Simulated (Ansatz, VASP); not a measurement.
One calculation of W, two programs

Contents of INCAR:

```
  PREC = Accurate
  ENCUT = 500
  EDIFF = 1E-6
  ISMEAR = 0
  SIGMA = 0.15
  LREAL = False
  LASPH = True
  NELM = 120
  ALGO = Normal
  ISIF = 2
  LWAVE = False
  LCHARG = True
  GGA = CA
  LELF = True
  LVHAR = True
  NBANDS = 21
  GGA_COMPAT = False
```

The input KPOINTS:

```
Automatic mesh
0
Gamma
  16 16 12
```

File POSCAR:

```
W
1.0
    0.0000000000     -1.9864787844     -1.9864787844
    0.0000000000      1.9864787844     -1.9864787844
    3.9729575688      0.0000000000      0.0000000000
W
2
Direct
    0.5406749876      0.4593250124      0.4897305724
   -0.0406749876      0.0406749876      0.0102694276
```

Input for Ansatz:

```yaml
crystal:
  lattice:
    - [0.0, -1.9864787844, -1.9864787844]
    - [0.0, 1.9864787844, -1.9864787844]
    - [3.9729575688, 0.0, 0.0]
  atoms:
    - { symbol: W, position: [0.5406749876, 0.4593250124, 0.4897305724] }
    - { symbol: W, position: [-0.0406749876, 0.0406749876, 0.0102694276] }
basis:
  ecutwfc: 420
kpoints:
  mp_grid: { grid: [16, 16, 12] }
hamiltonian:
  xc: lda
  pseudopotentials: { kind: paw, azcp: { folder: soft_1 } }
scf:
  occupations: { method: gaussian, width: 0.15 }
output:
  forces: true
  stress: true
  eigenvalues: true
```

Change from the starting cell: mode 4 frozen in at -0.162 Å and mode 6 at -0.041 Å (largest displacements).

Alike in both runs: task single point; functional LDA; k mesh 16 × 16 × 12; occupations gaussian, width 0.15 eV; no spin polarisation.

|  | VASP | Ansatz |
| --- | --- | --- |
| version | VASP 6.6.1 | Ansatz 0.2.0 |
| potentials or method | VASP PAW LDA potentials, release 64 (W_sv), cutoff 500 eV | scalar-relativistic, plane waves, PAW |
| valence electrons in the cell | 28 | 28 |

|  | VASP | Ansatz | Ansatz less VASP |
| --- | --- | --- | --- |
| gap on the k mesh at the Fermi level (eV) | none | none | - |
| pressure (GPa) | 9.0 | 7.2 | -1.80 |
| traceless stress, the component that is largest in VASP (GPa) | -5.94 | -5.97 | -0.028 |
| rms of the force components (eV/Å) | 0.925 | 0.890 | -0.0351 |

Ansatz warns that its potentials were made for another functional, while VASP's fit it. LDA's correlation is that of Perdew and Zunger in VASP and of Perdew and Wang (1992) in Ansatz. Atom by atom the forces differ by 0.035 eV/Å (rms over components). A gap of «none» marks a metal or a gap that the smearing closes.

Neither program's run includes spin-orbit coupling.
